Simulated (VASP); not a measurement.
# PbS (P1) in VASP: single point with PBEsol

Aim: the single point of PbS with PBEsol.

All numbers are computed with VASP 6.6.1; they aren't measurements. Logs are shortened: lines on timing, memory, paths and dates and some standing lists are left out, and cuts for length are marked.

### 1 The cell of the first run

The typed cell holds 2 atoms: a = 4.193 Å, b = 4.193 Å, c = 4.193 Å, α = 60.00°, β = 60.00°, γ = 60.00°.

### 2 Single point, PBEsol (one atom moved)

INCAR

```
PREC = Accurate
ENCUT = 520
EDIFF = 1E-6
ISMEAR = 0
SIGMA = 0.05
LREAL = F
LASPH = T
NELM = 100
ALGO = Normal
ISIF = 2
LWAVE = F
LCHARG = F
GGA = PS
NBANDS = 17
```

KPOINTS

```
regular mesh
0
Gamma
  10 10 10
```

POSCAR

```
PbS
1.0
    0.0000000000      2.9650000000      2.9650000000
    2.9650000000      0.0000000000      2.9650000000
    2.9650000000      2.9650000000      0.0000000000
Pb S
1 1
Direct
    0.0709308600     -0.0959156830     -0.0144586847
    0.5000000000      0.5000000000      0.5000000000
```

Potentials or basis: VASP PAW PBE potentials, release 64 (Pb_d, S).

The run is started by

```bash
cat potpaw_PBE.64/Pb_d/POTCAR potpaw_PBE.64/S/POTCAR > POTCAR
mpirun -np 1 vasp_std > vasp.out
```

OUTCAR:

```text
PREC = Accurate
   ENCUT = 520
   EDIFF = 1E-6
   ISMEAR = 0
   LREAL = F
   LASPH = T
   NELM = 100
   ISIF = 2
   GGA = PS

 ion  position               nearest neighbor table
   1  0.071  0.904  0.986-   2 2.64   2 2.82   2 2.91   2 3.06   2 3.15   2 3.30
   2  0.500  0.500  0.500-   1 2.64   1 2.82   1 2.91   1 3.06   1 3.15   1 3.30

  LATTYP: Found a face centered cubic cell.
 ALAT       =     5.9300000000

  Lattice vectors:

 A1 = (   0.0000000000,   2.9650000000,   2.9650000000)
 A2 = (   2.9650000000,   0.0000000000,   2.9650000000)
 A3 = (   2.9650000000,   2.9650000000,   0.0000000000)

Analysis of symmetry for initial positions (statically):
=====================================================================
 Subroutine PRICEL returns:
 Original cell was already a primitive cell.

 Routine SETGRP: Setting up the symmetry group for a
 face centered cubic supercell.

 Subroutine GETGRP returns: Found  1 space group operations
 (whereof  1 operations were pure point group operations)
 out of a pool of 48 trial point group operations.

The static configuration has the point symmetry C_1 .

Analysis of symmetry for dynamics (positions and initial velocities):
=====================================================================
 Subroutine PRICEL returns:
 Original cell was already a primitive cell.

 Routine SETGRP: Setting up the symmetry group for a
 face centered cubic supercell.

 Subroutine GETGRP returns: Found  1 space group operations
 (whereof  1 operations were pure point group operations)
 out of a pool of 48 trial point group operations.

The dynamic configuration has the point symmetry C_1 .

 Subroutine INISYM returns: Found  1 space group operations
 (whereof  1 operations are pure point group operations),
 and found     1 'primitive' translations

----------------------------------------------------------------------------------------

                                     Primitive cell

  volume of cell :      52.1320

  direct lattice vectors                    reciprocal lattice vectors
     0.000000000  2.965000000  2.965000000    -0.168634064  0.168634064  0.168634064
     2.965000000  0.000000000  2.965000000     0.168634064 -0.168634064  0.168634064
     2.965000000  2.965000000  0.000000000     0.168634064  0.168634064 -0.168634064

  length of vectors
     4.193143212  4.193143212  4.193143212     0.292082767  0.292082767  0.292082767

  position of ions in fractional coordinates (direct lattice)
     0.070930860  0.904084317  0.985541315
     0.500000000  0.500000000  0.500000000

  ion indices of the primitive-cell ions
   primitive index   ion index
                 1           1
                 2           2

----------------------------------------------------------------------------------------

 KPOINTS: regular mesh

Automatic generation of k-mesh.
 Grid dimensions read from file:
 generate k-points for:   10   10   10

 Generating k-lattice:

  Cartesian coordinates                     Fractional coordinates (reciprocal lattice)
    -0.016863406  0.016863406  0.016863406     0.100000000  0.000000000  0.000000000
     0.016863406 -0.016863406  0.016863406     0.000000000  0.100000000  0.000000000
     0.016863406  0.016863406 -0.016863406     0.000000000  0.000000000  0.100000000

  Length of vectors
     0.029208277  0.029208277  0.029208277

  Shift w.r.t. Gamma in fractional coordinates (k-lattice)
     0.000000000  0.000000000  0.000000000

 Subroutine IBZKPT returns following result:
 ===========================================

 Found    504 irreducible k-points:

 Following reciprocal coordinates:
            Coordinates               Weight
  0.000000  0.000000  0.000000      1.000000
  0.100000  0.000000  0.000000      2.000000
  0.000000  0.100000  0.000000      2.000000
  0.000000  0.000000  0.100000      2.000000
  0.100000  0.100000  0.100000      2.000000
  0.200000  0.000000  0.000000      2.000000
[... 16 lines left out ...]
  0.000000  0.100000  0.100000      2.000000
  0.100000  0.000000  0.100000      2.000000
 [... further k-points ...]
   k-points           NKPTS =    504   k-points in BZ     NKDIM =    504   number of bands    NBANDS=     17
   number of dos      NEDOS =    301   number of ions     NIONS =      2
   total plane-waves  NPLWV =  32768
   dimension x,y,z NGX =    32 NGY =   32 NGZ =   32
   dimension x,y,z NGXF=    64 NGYF=   64 NGZF=   64
   ions per type =               1   1
   NGX,Y,Z   is equivalent  to a cutoff of  12.69, 12.69, 12.69 a.u.
   NGXF,Y,Z  is equivalent  to a cutoff of  25.37, 25.37, 25.37 a.u.
 SYSTEM =  unknown system
   PREC   = accura    normal or accurate (medium, high low for compatibility)
   ISTART =      0    job   : 0-new  1-cont  2-samecut
   ICHARG =      2    charge: 1-file 2-atom 10-const
   ISPIN  =      1    spin polarized calculation?
   LNONCOLLINEAR =      F non collinear calculations
   LSORBIT =      F    spin-orbit coupling
   LASPH  =      T    aspherical Exc in radial PAW
   ENCUT  =  520.0 eV  38.22 Ry    6.18 a.u.   7.80  7.80  7.80*2*pi/ulx,y,z
   NELM   =    100;   NELMIN=  2; NELMDL= -5     # of ELM steps
   EDIFF  = 0.1E-05   stopping-criterion for ELM
   LREAL  =      F    real-space projection
   EDIFFG = 0.1E-04   stopping-criterion for IOM
   NSW    =      0    number of steps for IOM
   IBRION =     -1    ionic relax: 0-MD 1-quasi-New 2-CG
   NFREE  =      0    steps in history (QN), initial steepest desc. (CG)
   ISIF   =      2    stress and relaxation
   ISYM   =      2    0-nonsym 1-usesym 2-fastsym
   POTIM  = 0.5000    time-step for ionic-motion
   TEBEG  =    0.0;   TEEND  =   0.0 temperature during run
   PSTRESS=    0.0 pullay stress
   NELECT =      20.0000    total number of electrons
   NUPDOWN=      -1.0000    fix difference up-down
   EMIN   =  10.00;   EMAX   =-10.00  energy-range for DOS
   EFERMI =   0.00;   METHOD = LEGACY
   ISMEAR =     0;   SIGMA  =   0.05  broadening in eV -4-tet -1-fermi 0-gaus
   EFERMI_NEDOS =   21; number of points for ismear=-14 and -15
   IALGO  =     38    algorithm
   IMIX   =      4    mixing-type and parameters
     AMIX     =   0.40;   BMIX     =  1.00
     AMIX_MAG =   1.60;   BMIX_MAG =  1.00
  volume/ion in A,a.u.               =      26.07       175.90
  Fermi-wavevector in a.u.,A,eV,Ry     =   1.189552  2.247928 19.252709  1.415034
  Thomas-Fermi vector in A             =   2.325657
   LORBIT       =      0    0 simple, 1 ext, 2 COOP (PROOUT), +10 PAW based schemes
   GGA     = PS    functional components
   LHFCALC =     F    Hartree Fock is set to
   AEXX    =    0.0000 exact exchange contribution
   IVDW    =     0    specifies the selected vdW correction
   LEPSILON=     F    determine dielectric tensor
   LRPA    =     F    only Hartree local field effects (RPA)
 non-spin polarized calculation
 Gauss-broadening in eV      SIGMA  =   0.05
  energy-cutoff  :      520.00
  volume of cell :       52.13
 maximum number of plane-waves:      1422
   NGX = 15   NGY = 15   NGZ = 15

 number of electron      20.0000000 magnetization

 Free energy of the ion-electron system (eV)
  ---------------------------------------------------
  ext. energy  EPLUGINS =         0.00000000
  ---------------------------------------------------
  free energy    TOTEN  =        -9.37931674 eV

  energy without entropy =       -9.37931674  energy(sigma->0) =       -9.37931674

 E-fermi :   5.8438     XC(G=0):  -9.8630

 val. band max:        5.6447638203   @ k =   0.0000   0.0000   0.5000
 cond. band min:       6.1588099197   @ k =   0.0000   0.0000   0.5000
 fundamental gap:      0.5140460995
 Fermi energy:         5.8438289291

 k-point     1 :       0.0000    0.0000    0.0000
  band No.  band energies     occupation
      1     -11.0109      2.00000
      2     -11.0078      2.00000
      3     -10.9968      2.00000
      4     -10.9903      2.00000
      5     -10.9894      2.00000
      6      -8.0776      2.00000
[... 9 lines left out ...]
     16      13.1782      0.00000
     17      14.2118      0.00000

 k-point     2 :       0.1000    0.0000    0.0000
  band No.  band energies     occupation
      1     -11.0152      2.00000
      2     -11.0058      2.00000
      3     -10.9988      2.00000
      4     -10.9871      2.00000
      5     -10.9863      2.00000
      6      -7.9902      2.00000
[... 9 lines left out ...]
     16      13.1372      0.00000
     17      14.9714      0.00000

 k-point     3 :       0.0000    0.1000    0.0000
  band No.  band energies     occupation
      1     -11.0137      2.00000
      2     -11.0075      2.00000
      3     -10.9989      2.00000
      4     -10.9869      2.00000
      5     -10.9857      2.00000
      6      -7.9944      2.00000
[... 9 lines left out ...]
     16      13.0305      0.00000
     17      14.9677      0.00000

 k-point     4 :       0.0000    0.0000    0.1000
  band No.  band energies     occupation
      1     -11.0165      2.00000
      2     -11.0047      2.00000
      3     -10.9993      2.00000
      4     -10.9886      2.00000
      5     -10.9845      2.00000
      6      -7.9851      2.00000
[... 9 lines left out ...]
     16      13.0811      0.00000
     17      14.9578      0.00000

 k-point     5 :       0.1000    0.1000    0.1000
  band No.  band energies     occupation
      1     -11.0164      2.00000
      2     -11.0048      2.00000
      3     -10.9988      2.00000
      4     -10.9883      2.00000
      5     -10.9853      2.00000
      6      -7.9866      2.00000
[... 9 lines left out ...]
     16      13.1149      0.00000
     17      14.9619      0.00000

 k-point     6 :       0.2000    0.0000    0.0000
  band No.  band energies     occupation
      1     -11.0264      2.00000
      2     -11.0081      2.00000
      3     -11.0003      2.00000
      4     -10.9788      2.00000
      5     -10.9743      2.00000
      6      -7.7406      2.00000
[... 9 lines left out ...]
     16      13.3689      0.00000
     17      16.4731      0.00000

 k-point     7 :       0.0000    0.2000    0.0000
  band No.  band energies     occupation
      1     -11.0225      2.00000
      2     -11.0071      2.00000
      3     -11.0054      2.00000
      4     -10.9769      2.00000
      5     -10.9742      2.00000
      6      -7.7578      2.00000
[... 9 lines left out ...]
     16      13.3673      0.00000
     17      16.4739      0.00000

 k-point     8 :       0.0000    0.0000    0.2000
  band No.  band energies     occupation
      1     -11.0317      2.00000
      2     -11.0069      2.00000
      3     -10.9953      2.00000
      4     -10.9842      2.00000
      5     -10.9715      2.00000
      6      -7.7197      2.00000
[... 9 lines left out ...]
     16      13.2692      0.00000
     17      16.4868      0.00000
[... 203 lines left out ...]
      1     -11.0462      2.00000
      2     -11.0258      2.00000
      3     -11.0067      2.00000
      4     -10.9477      2.00000
      5     -10.9428      2.00000
      6      -6.9192      2.00000
[... 9 lines left out ...]
     16      16.0137      0.00000
     17      16.7320      0.00000

 k-point    20 :       0.0000    0.0000    0.5000
  band No.  band energies     occupation
      1     -11.0677      2.00000
      2     -11.0262      2.00000
      3     -10.9885      2.00000
      4     -10.9582      2.00000
      5     -10.9372      2.00000
      6      -6.7193      2.00000
[... 9 lines left out ...]
     16      15.8647      0.00000
     17      16.2214      0.00000

 k-point    21 :       0.5000    0.5000    0.5000
  band No.  band energies     occupation
      1     -11.0641      2.00000
      2     -11.0267      2.00000
      3     -10.9916      2.00000
      4     -10.9554      2.00000
      5     -10.9389      2.00000
      6      -6.7529      2.00000
[... 9 lines left out ...]
     16      15.8858      0.00000
     17      16.3412      0.00000

 k-point    22 :       0.1000    0.1000    0.0000
  band No.  band energies     occupation
      1     -11.0179      2.00000
      2     -11.0027      2.00000
      3     -10.9982      2.00000
      4     -10.9915      2.00000
      5     -10.9835      2.00000
      6      -7.9601      2.00000
[... 9 lines left out ...]
     16      13.4078      0.00000
     17      14.8755      0.00000

 k-point    23 :       0.0000    0.1000    0.1000
  band No.  band energies     occupation
      1     -11.0208      2.00000
      2     -11.0101      2.00000
      3     -10.9943      2.00000
      4     -10.9851      2.00000
      5     -10.9829      2.00000
      6      -7.9564      2.00000
[... 9 lines left out ...]
     16      13.6181      0.00000
     17      14.9715      0.00000

 k-point    24 :       0.1000    0.0000    0.1000
  band No.  band energies     occupation
      1     -11.0173      2.00000
      2     -11.0043      2.00000
      3     -10.9987      2.00000
      4     -10.9910      2.00000
      5     -10.9823      2.00000
      6      -7.9592      2.00000
[... 9 lines left out ...]
     16      13.4786      0.00000
     17      14.8834      0.00000

 [... further k-points ...]

------------------------ aborting loop because EDIFF is reached ----------------------------------------

  FORCE on cell =-STRESS in cart. coord.  units (eV):
  Direction    XX          YY          ZZ          XY          YZ          ZX
  --------------------------------------------------------------------------------------
  -------------------------------------------------------------------------------------
  Total        1.3279676      0.1830519     -0.1215648     -0.0608695     -0.0174651      0.0277207
  in kB       40.8125723      5.6257548     -3.7360636     -1.8707075     -0.5367571      0.8519432
  external PRESSURE =      14.2340879 kB  Pullay stress =       0.0000000 kB

 VOLUME and BASIS-vectors are now :
 -----------------------------------------------------------------------------
  energy-cutoff  :      520.00
  volume of cell :       52.13
      direct lattice vectors                 reciprocal lattice vectors
     0.000000000  2.965000000  2.965000000    -0.168634064  0.168634064  0.168634064
     2.965000000  0.000000000  2.965000000     0.168634064 -0.168634064  0.168634064
     2.965000000  2.965000000  0.000000000     0.168634064  0.168634064 -0.168634064

 POSITION                                       TOTAL-FORCE (eV/Angst)
 -----------------------------------------------------------------------------------
      5.60274      3.13244      2.89092         0.597353     -0.214356      0.081826
      2.96500      2.96500      2.96500        -0.597353      0.214356     -0.081826
 -----------------------------------------------------------------------------------
    total drift:                               -0.000004      0.000012     -0.000016

  FREE ENERGIE OF THE ION-ELECTRON SYSTEM (eV)
  ---------------------------------------------------
  free  energy   TOTEN  =        -9.3793167410 eV

  energy  without entropy=       -9.3793167410  energy(sigma->0) =       -9.37931674
```

Wall time 7.3 min (1 thread of Oxide Virtual Turin-like, shared host); peak memory 0.48 GiB.

Results:

| Property | Result |
| --- | --- |
| Free energy | -9.3793 eV |
| Pressure | 1.4 GPa |
| Largest force | 0.640 eV/Å |
| Band gap on the k mesh | 0.51 eV, direct |

Forces on the atoms (eV/Å):
```
Pb   0.597 -0.214  0.082
S   -0.597  0.214 -0.082
```

Stress tensor (GPa, compression positive):
```
 4.08 -0.19  0.09
-0.19  0.56 -0.05
 0.09 -0.05 -0.37
```

Caveat: the cell differs from its parent crystal (one atom moved); the PAW data sets were made with another functional, which shifts forces and pressure a little; spin-orbit coupling is left out, which moves the levels of the heavy elements. A k mesh can miss the band edges.
